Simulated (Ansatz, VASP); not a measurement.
# One calculation of PbSe, two programs

```
Pb Se
1.0
     0.00000    3.08092    3.08092
     3.08092    0.00000    3.08092
     3.08092    3.08092    0.00000
Pb Se
1 1
Direct
  0.00000 0.00000 0.00000
  0.50000 0.50000 0.50000
```

Alike in both runs: task single point; functional r2SCAN; k mesh 8 × 8 × 8; occupations fermi-dirac, width 0.05 eV; non-collinear spin, spin-orbit coupling.

|  | VASP | Ansatz |
| --- | --- | --- |
| version | VASP 6.6.1 | Ansatz 0.2.0 |
| potentials or method | VASP PAW PBE potentials, release 64 (Pb_d, Se) | Ansatz PAW |
| plane-wave cutoff (eV) | 520 | 500 |
| valence electrons in the cell | 20 | 30 |

VASP gave:

```
pressure (GPa) : 0.2
```

**Question.** Estimate Ansatz's values.

**Answer.** Pressure (GPa): 0.1.

VASP's potentials were made for PBE, not for r2SCAN. With one functional, cell and mesh, what is left measures potentials, basis and numerics. VASP's potentials hold 20 valence electrons a cell and Ansatz's 30, so a difference there can come from the potentials and not from the codes.
